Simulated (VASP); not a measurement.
# Be2ZnTe2Se (P4mm) in VASP: a series of runs

Be2ZnTe2Se is run at these levels: PBE; tasks: single point, relaxation of cell and atoms.

Program: VASP 6.6.1. These are calculated values, not measurements. Logs are shortened: lines on timing, memory, paths and dates and some standing lists are left out, and cuts for length are marked.

## Step 1: The cell of the first run

The structure is tetragonal, space group P4mm (No. 99). The conventional cell has a = 3.749 Å, b = 3.749 Å, c = 11.487 Å, α = 90.00°, β = 90.00°, γ = 90.00°. Within 3.2 Å of Be (site symmetry 2mm) lie 4 Te at 2.45 Å and 4 Be at 2.65 Å. Within 3.6 Å of Zn (site symmetry 4mm) lie 4 Se at 2.65 Å and 1 Te at 3.53 Å. Within 3.2 Å of Te (site symmetry 4mm) lie 4 Be at 2.45 Å. Te (site symmetry 4mm) has 4 Be at 2.45 Å within 3.2 Å. Se (site symmetry 4mm) has 4 Zn at 2.65 Å within 3.5 Å.

The cell was generated, and may not be a known phase.

## Step 2: Single point, PBE

Contents of INCAR:

```
SYSTEM = Be2ZnTe2Se
PREC     = Accurate       ! precision mode
ENCUT    = 520            ! plane-wave cutoff, eV
EDIFF    = 1E-6           ! SCF threshold, eV
ISMEAR   = 0              ! smearing method
SIGMA    = 0.1            ! smearing width, eV
LREAL    = .False.        ! projectors in reciprocal space
LASPH    = .True.         ! aspherical terms in the spheres
NELM     = 100            ! most SCF steps
ALGO     = Normal         ! electronic algorithm
ISIF     = 2              ! what is computed and relaxed
LWAVE    = .False.        ! write WAVECAR
LCHARG   = .True.         ! write CHGCAR
GGA      = PE             ! functional
LELF     = .True.         ! ELF
LVHAR    = .True.       
NBANDS   = 26             ! bands
```

Contents of KPOINTS:

```
Automatic mesh
0
Gamma
  10 10 4
  0 0 0
```

Contents of POSCAR:

```
Be2ZnTe2Se
1.0
    3.7488475347      0.0000000000      0.0000000000
    0.0000000000      3.7488475347      0.0000000000
    0.0000000000      0.0000000000     11.4873035806
Be Zn Te Se
2 1 2 1
Direct
    0.5000000000      0.0000000000      0.0176328775
    0.0000000000      0.5000000000      0.0176328775
    0.0000000000      0.0000000000      0.4625524857
    0.5000000000      0.5000000000      0.8799118291
    0.0000000000      0.0000000000      0.1550493679
    0.5000000000      0.5000000000      0.4672206124
```

Potentials or basis: VASP PAW PBE potentials, release 64 (Be, Zn, Te, Se).

Command:

```sh
> cat potpaw_PBE.64/Be/POTCAR potpaw_PBE.64/Zn/POTCAR potpaw_PBE.64/Te/POTCAR potpaw_PBE.64/Se/POTCAR > POTCAR
> mpirun -np 1 vasp_std > vasp.out
```

OUTCAR:

```text
SYSTEM = Be2ZnTe2Se
   PREC = Accurate
   ENCUT = 520
   EDIFF = 1E-6
   ISMEAR = 0
   LREAL = .False.
   LASPH = .True.
   NELM = 100
   ISIF = 2
   GGA = PE

 ion  position               nearest neighbor table
   1  0.500  0.000  0.018-   5 2.45   5 2.45   4 2.45   4 2.45
   2  0.000  0.500  0.018-   5 2.45   5 2.45   4 2.45   4 2.45
   3  0.000  0.000  0.463-   6 2.65   6 2.65   6 2.65   6 2.65
   4  0.500  0.500  0.880-   1 2.45   2 2.45   1 2.45   2 2.45
   5  0.000  0.000  0.155-   1 2.45   2 2.45   2 2.45   1 2.45
   6  0.500  0.500  0.467-   3 2.65   3 2.65   3 2.65   3 2.65

  LATTYP: Found a simple tetragonal cell.
 ALAT       =     3.7488475347
 C/A-ratio  =     3.0642226642

  Lattice vectors:

 A1 = (   3.7488475347,   0.0000000000,   0.0000000000)
 A2 = (   0.0000000000,   3.7488475347,   0.0000000000)
 A3 = (   0.0000000000,   0.0000000000,  11.4873035806)

Analysis of symmetry for initial positions (statically):
=====================================================================
 Subroutine PRICEL returns:
 Original cell was already a primitive cell.

 Routine SETGRP: Setting up the symmetry group for a
 simple tetragonal supercell.

 Subroutine GETGRP returns: Found  8 space group operations
 (whereof  8 operations were pure point group operations)
 out of a pool of 16 trial point group operations.

The static configuration has the point symmetry C_4v.

Analysis of symmetry for dynamics (positions and initial velocities):
=====================================================================
 Subroutine PRICEL returns:
 Original cell was already a primitive cell.

 Routine SETGRP: Setting up the symmetry group for a
 simple tetragonal supercell.

 Subroutine GETGRP returns: Found  8 space group operations
 (whereof  8 operations were pure point group operations)
 out of a pool of 16 trial point group operations.

The dynamic configuration has the point symmetry C_4v.

 Subroutine INISYM returns: Found  8 space group operations
 (whereof  8 operations are pure point group operations),
 and found     1 'primitive' translations

----------------------------------------------------------------------------------------

                                     Primitive cell

  volume of cell :     161.4409

  direct lattice vectors                    reciprocal lattice vectors
     3.748847535  0.000000000  0.000000000     0.266748645  0.000000000  0.000000000
     0.000000000  3.748847535  0.000000000     0.000000000  0.266748645  0.000000000
     0.000000000  0.000000000 11.487303581     0.000000000  0.000000000  0.087052631

  length of vectors
     3.748847535  3.748847535 11.487303581     0.266748645  0.266748645  0.087052631

  position of ions in fractional coordinates (direct lattice)
     0.500000000  0.000000000  0.017632877
     0.000000000  0.500000000  0.017632877
     0.000000000  0.000000000  0.462552486
     0.500000000  0.500000000  0.879911829
     0.000000000  0.000000000  0.155049368
     0.500000000  0.500000000  0.467220612

  ion indices of the primitive-cell ions
   primitive index   ion index
                 1           1
                 2           2
                 3           3
                 4           4
                 5           5
                 6           6

----------------------------------------------------------------------------------------

 KPOINTS: Automatic mesh

Automatic generation of k-mesh.
 Grid dimensions read from file:
 generate k-points for:   10   10    4

 Generating k-lattice:

  Cartesian coordinates                     Fractional coordinates (reciprocal lattice)
     0.026674864  0.000000000  0.000000000     0.100000000  0.000000000  0.000000000
     0.000000000  0.026674864  0.000000000     0.000000000  0.100000000  0.000000000
     0.000000000  0.000000000  0.021763158     0.000000000  0.000000000  0.250000000

  Length of vectors
     0.026674864  0.026674864  0.021763158

  Shift w.r.t. Gamma in fractional coordinates (k-lattice)
     0.000000000  0.000000000  0.000000000

 Subroutine IBZKPT returns following result:
 ===========================================

 Found     63 irreducible k-points:

 Following reciprocal coordinates:
            Coordinates               Weight
  0.000000  0.000000  0.000000      1.000000
  0.100000  0.000000  0.000000      4.000000
  0.200000  0.000000  0.000000      4.000000
  0.300000  0.000000  0.000000      4.000000
  0.400000  0.000000  0.000000      4.000000
  0.500000  0.000000  0.000000      2.000000
[... 16 lines left out ...]
  0.100000  0.000000  0.250000      8.000000
  0.200000  0.000000  0.250000      8.000000
 [... further k-points ...]
   k-points           NKPTS =     63   k-points in BZ     NKDIM =     63   number of bands    NBANDS=     26
   number of dos      NEDOS =    301   number of ions     NIONS =      6
   total plane-waves  NPLWV =  70560
   dimension x,y,z NGX =    28 NGY =   28 NGZ =   90
   dimension x,y,z NGXF=    56 NGYF=   56 NGZF=  180
   ions per type =               2   1   2   1
   NGX,Y,Z   is equivalent  to a cutoff of  12.42, 12.42, 13.02 a.u.
   NGXF,Y,Z  is equivalent  to a cutoff of  24.83, 24.83, 26.05 a.u.
 SYSTEM =  Be2ZnTe2Se
   PREC   = accura    normal or accurate (medium, high low for compatibility)
   ISTART =      0    job   : 0-new  1-cont  2-samecut
   ICHARG =      2    charge: 1-file 2-atom 10-const
   ISPIN  =      1    spin polarized calculation?
   LNONCOLLINEAR =      F non collinear calculations
   LSORBIT =      F    spin-orbit coupling
   LASPH  =      T    aspherical Exc in radial PAW
   ENCUT  =  520.0 eV  38.22 Ry    6.18 a.u.   6.97  6.97 21.36*2*pi/ulx,y,z
   NELM   =    100;   NELMIN=  2; NELMDL= -5     # of ELM steps
   EDIFF  = 0.1E-05   stopping-criterion for ELM
   LREAL  =      F    real-space projection
   EDIFFG = 0.1E-04   stopping-criterion for IOM
   NSW    =      0    number of steps for IOM
   IBRION =     -1    ionic relax: 0-MD 1-quasi-New 2-CG
   NFREE  =      0    steps in history (QN), initial steepest desc. (CG)
   ISIF   =      2    stress and relaxation
   ISYM   =      2    0-nonsym 1-usesym 2-fastsym
   POTIM  = 0.5000    time-step for ionic-motion
   TEBEG  =    0.0;   TEEND  =   0.0 temperature during run
   PSTRESS=    0.0 pullay stress
   NELECT =      34.0000    total number of electrons
   NUPDOWN=      -1.0000    fix difference up-down
   EMIN   =  10.00;   EMAX   =-10.00  energy-range for DOS
   EFERMI =   0.00;   METHOD = LEGACY
   ISMEAR =     0;   SIGMA  =   0.10  broadening in eV -4-tet -1-fermi 0-gaus
   EFERMI_NEDOS =   21; number of points for ismear=-14 and -15
   IALGO  =     38    algorithm
   IMIX   =      4    mixing-type and parameters
     AMIX     =   0.40;   BMIX     =  1.00
     AMIX_MAG =   1.60;   BMIX_MAG =  1.00
  volume/ion in A,a.u.               =      26.91       181.58
  Fermi-wavevector in a.u.,A,eV,Ry     =   0.974010  1.840611 12.907776  0.948695
  Thomas-Fermi vector in A             =   2.104435
   LORBIT       =      0    0 simple, 1 ext, 2 COOP (PROOUT), +10 PAW based schemes
   GGA     = PE    functional components
   LHFCALC =     F    Hartree Fock is set to
   AEXX    =    0.0000 exact exchange contribution
   IVDW    =     0    specifies the selected vdW correction
   LEPSILON=     F    determine dielectric tensor
   LRPA    =     F    only Hartree local field effects (RPA)
 non-spin polarized calculation
 Gauss-broadening in eV      SIGMA  =   0.10
  energy-cutoff  :      520.00
  volume of cell :      161.44
 maximum number of plane-waves:      4380
 NGX is ok and might be reduce to    28
   NGX = 13   NGY = 13   NGZ = 43

 number of electron      34.0000025 magnetization

 Free energy of the ion-electron system (eV)
  ---------------------------------------------------
  ext. energy  EPLUGINS =         0.00000000
  ---------------------------------------------------
  free energy    TOTEN  =       -19.66010764 eV

  energy without entropy =      -19.65334944  energy(sigma->0) =      -19.65672854

 E-fermi :   2.6426     XC(G=0):  -8.1613

 val. band max:        2.6417324691   @ k =   0.0000   0.0000   0.0000
 cond. band min:       2.6894503840   @ k =   0.0000   0.0000   0.2500
 fundamental gap:      0.0477179149
 Fermi energy:         2.6425531541

 k-point     1 :       0.0000    0.0000    0.0000
  band No.  band energies     occupation
      1     -10.0985      2.00000
      2      -9.9297      2.00000
      3      -8.8731      2.00000
      4      -3.9677      2.00000
      5      -3.9079      2.00000
      6      -3.8754      2.00000
[... 18 lines left out ...]
     25       8.2635      0.00000
     26       8.9776      0.00000

 k-point     2 :       0.1000    0.0000    0.0000
  band No.  band energies     occupation
      1     -10.0280      2.00000
      2      -9.8724      2.00000
      3      -8.8286      2.00000
      4      -3.9651      2.00000
      5      -3.9319      2.00000
      6      -3.8850      2.00000
[... 18 lines left out ...]
     25       8.0577      0.00000
     26       9.2866      0.00000

 k-point     3 :       0.2000    0.0000    0.0000
  band No.  band energies     occupation
      1      -9.8277      2.00000
      2      -9.7094      2.00000
      3      -8.7154      2.00000
      4      -3.9925      2.00000
      5      -3.9801      2.00000
      6      -3.9076      2.00000
[... 18 lines left out ...]
     25       7.7053      0.00000
     26       8.7723      0.00000

 k-point     4 :       0.3000    0.0000    0.0000
  band No.  band energies     occupation
      1      -9.5565      2.00000
      2      -9.4491      2.00000
      3      -8.5993      2.00000
      4      -4.0632      2.00000
      5      -4.0603      2.00000
      6      -3.9351      2.00000
[... 18 lines left out ...]
     25       8.0009      0.00000
     26       8.6078      0.00000

 k-point     5 :       0.4000    0.0000    0.0000
  band No.  band energies     occupation
      1      -9.3412      2.00000
      2      -9.0960      2.00000
      3      -8.5883      2.00000
      4      -4.1865      2.00000
      5      -4.1174      2.00000
      6      -3.9575      2.00000
[... 18 lines left out ...]
     25       7.6837      0.00000
     26       8.3739      0.00000

 k-point     6 :       0.5000    0.0000    0.0000
  band No.  band energies     occupation
      1      -9.2568      2.00000
      2      -8.7819      2.00000
      3      -8.7511      2.00000
      4      -4.2548      2.00000
      5      -4.1375      2.00000
      6      -3.9661      2.00000
[... 427 lines left out ...]
 k-point    21 :       0.5000    0.5000    0.0000
  band No.  band energies     occupation
      1      -8.9750      2.00000
      2      -8.0135      2.00000
      3      -7.9778      2.00000
      4      -3.9206      2.00000
      5      -3.9206      2.00000
      6      -3.9189      2.00000
[... 18 lines left out ...]
     25       8.1614      0.00000
     26       9.8695      0.00000

 k-point    22 :       0.0000    0.0000    0.2500
  band No.  band energies     occupation
      1     -10.0947      2.00000
      2      -9.9348      2.00000
      3      -8.8714      2.00000
      4      -3.9677      2.00000
      5      -3.9079      2.00000
      6      -3.8750      2.00000
[... 18 lines left out ...]
     25       8.2163      0.00000
     26       8.9459      0.00000

 k-point    23 :       0.1000    0.0000    0.2500
  band No.  band energies     occupation
      1     -10.0239      2.00000
      2      -9.8777      2.00000
      3      -8.8270      2.00000
      4      -3.9651      2.00000
      5      -3.9319      2.00000
      6      -3.8847      2.00000
[... 18 lines left out ...]
     25       8.2495      0.00000
     26       9.1778      0.00000

 k-point    24 :       0.2000    0.0000    0.2500
  band No.  band energies     occupation
      1      -9.8227      2.00000
      2      -9.7155      2.00000
      3      -8.7140      2.00000
      4      -3.9925      2.00000
      5      -3.9800      2.00000
      6      -3.9076      2.00000
[... 18 lines left out ...]
     25       8.2270      0.00000
     26       8.7737      0.00000

 [... further k-points ...]

------------------------ aborting loop because EDIFF is reached ----------------------------------------

  FORCE on cell =-STRESS in cart. coord.  units (eV):
  Direction    XX          YY          ZZ          XY          YZ          ZX
  --------------------------------------------------------------------------------------
  -------------------------------------------------------------------------------------
  Total        0.1442091      0.1442091      0.1788305      0.0000000     -0.0000000      0.0000000
  in kB        1.4311643      1.4311643      1.7747557      0.0000000     -0.0000000      0.0000000
  external PRESSURE =       1.5456948 kB  Pullay stress =       0.0000000 kB

 VOLUME and BASIS-vectors are now :
 -----------------------------------------------------------------------------
  energy-cutoff  :      520.00
  volume of cell :      161.44
      direct lattice vectors                 reciprocal lattice vectors
     3.748847535  0.000000000  0.000000000     0.266748645  0.000000000  0.000000000
     0.000000000  3.748847535  0.000000000     0.000000000  0.266748645  0.000000000
     0.000000000  0.000000000 11.487303581     0.000000000  0.000000000  0.087052631

 POSITION                                       TOTAL-FORCE (eV/Angst)
 -----------------------------------------------------------------------------------
      1.87442      0.00000      0.20255        -0.000000      0.000000     -0.000429
      0.00000      1.87442      0.20255        -0.000000      0.000000     -0.000429
      0.00000      0.00000      5.31348         0.000000      0.000000     -0.004877
      1.87442      1.87442     10.10781        -0.000000      0.000000     -0.060471
      0.00000      0.00000      1.78110        -0.000000      0.000000      0.062945
      1.87442      1.87442      5.36711        -0.000000     -0.000000      0.003262
 -----------------------------------------------------------------------------------
    total drift:                               -0.000000      0.000000      0.000952

  FREE ENERGIE OF THE ION-ELECTRON SYSTEM (eV)
  ---------------------------------------------------
  free  energy   TOTEN  =       -19.6601076449 eV

  energy  without entropy=      -19.6533494440  energy(sigma->0) =      -19.65672854
```

Wall time 2.9 min (1 thread of Intel Xeon Platinum 8488C (Sapphire Rapids), shared host); peak memory 0.45 GiB.

Results:

| Property | Result |
| --- | --- |
| Free energy | -19.6601 eV |
| Pressure | 0.2 GPa |
| Largest force | 0.063 eV/Å |
| Band gap on the k mesh | zero (bands 17 and 18 overlap by 0.79 eV) |

Forces in eV/Å, atoms in the order of the input:
```
Be   0.000  0.000  0.000
Be   0.000  0.000  0.000
Zn   0.000  0.000 -0.005
Te   0.000  0.000 -0.060
Te   0.000  0.000  0.063
Se   0.000  0.000  0.003
```

Levels at points of the mesh, in eV from the Fermi level:
| k point | band 15 | band 16 | band 17 | band 18 | band 19 | band 20 |
| --- | --- | --- | --- | --- | --- | --- |
| (0.00, 0.00, 0.00) | -1.15 | -0.05 | -0.05 | 0.00 | 2.27 | 2.36 |
| (0.50, 0.00, 0.00) | -0.86 | -0.85 | 0.30 | 2.44 | 3.59 | 3.71 |
| (0.50, 0.50, 0.00) | -3.39 | -3.21 | -1.18 | -0.42 | 2.50 | 2.58 |
| (0.00, 0.00, 0.50) | -1.16 | -0.04 | -0.04 | 0.09 | 2.27 | 2.36 |
| (0.50, 0.00, 0.50) | -0.85 | -0.79 | 0.30 | 2.97 | 3.30 | 3.49 |
| (0.50, 0.50, 0.50) | -3.39 | -3.21 | -1.17 | -0.45 | 2.40 | 2.66 |

Caveat: semilocal functionals underestimate gaps, and a narrow one can read as zero; spin-orbit coupling is left out, which moves the levels of the heavy elements.

[end of part 1 of 2]

The gap in the log of VASP goes by the Fermi energy; the results here count the filled bands.